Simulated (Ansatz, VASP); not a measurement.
Given: the input of a run of VASP 6.6.1 on BN.

File INCAR:

```
SYSTEM = BN
PREC = Accurate
ENCUT = 600
EDIFF = 1E-6
ISMEAR = -1
SIGMA = 0.05
LREAL = .False.
LASPH = .True.
NELM = 60
ALGO = Normal
ISIF = 3
LWAVE = .False.
LCHARG = .False.
GGA = RE
IVDW = 13
IBRION = 2
NSW = 60
EDIFFG = -0.01
```

KPOINTS

```
regular mesh
0
Gamma
  12 12 4
  0 0 0
```

File POSCAR:

```
BN
1.0
    2.4982400000      0.0000000000      0.0000000000
   -1.2491200000      2.1635393048      0.0000000000
    0.0000000000      0.0000000000      6.6357000000
N B
2 2
Direct
    0.6666666667      0.3333333333      0.2500000000
    0.3333333333      0.6666666667      0.7500000000
    0.6666666667      0.3333333333      0.7500000000
    0.3333333333      0.6666666667      0.2500000000
```

Potentials or basis: VASP PAW PBE potentials, release 64 (N, B).

Launch:

```console
$ cat potpaw_PBE.64/N/POTCAR potpaw_PBE.64/B/POTCAR > POTCAR
$ mpirun -np 1 vasp_std > vasp.out
```

Question: Translate it to Ansatz 0.2.0. Potentials there: Ansatz PAW.

Answer: As run (the cutoff follows the program's own potentials):

File input.yaml:

```yaml
crystal:
  lattice:
    - [2.49824, 0.0, 0.0]
    - [-1.24912, 2.1635393048, 0.0]
    - [0.0, 0.0, 6.6357]
  atoms:
    - { symbol: "N", position: [0.6666666667, 0.3333333333, 0.25] }
    - { symbol: "N", position: [0.3333333333, 0.6666666667, 0.75] }
    - { symbol: B, position: [0.6666666667, 0.3333333333, 0.75] }
    - { symbol: B, position: [0.3333333333, 0.6666666667, 0.25] }
hamiltonian:
  xc: revpbe
  pseudopotentials: { kind: paw }
  dispersion: d4
kpoints:
  mp_grid: { grid: [12, 12, 4] }
scf:
  occupations: { method: fermi_dirac, width: 0.05 }
output:
  forces: true
  stress: true
relax:
  f_tol: 0.01
  max_steps: 40
  cell: { stress_tol: 0.05 }
```

Potentials or basis: Ansatz PAW.

Launch:

```sh
$ ansatz run input.yaml --threads 2 --pin off --max-ram 5120MiB --backend cpu --events-out ev --progress --plain --runs-dir out
```

Both were run:

|  | VASP | Ansatz | Ansatz less VASP |
| --- | --- | --- | --- |
| relaxed volume (Å³/atom) | 8.26 | 8.29 | +0.034 |
| relaxed length of the cell vector where the two differ most in proportion (Å) | 6.064 | 6.089 | +0.0253 |

VASP's potentials were made for PBE, not for revPBE.

Noted on Ansatz's run: the plane-wave basis is chosen anew once the cell has moved, so the energies of steps on either side of that aren't comparable.
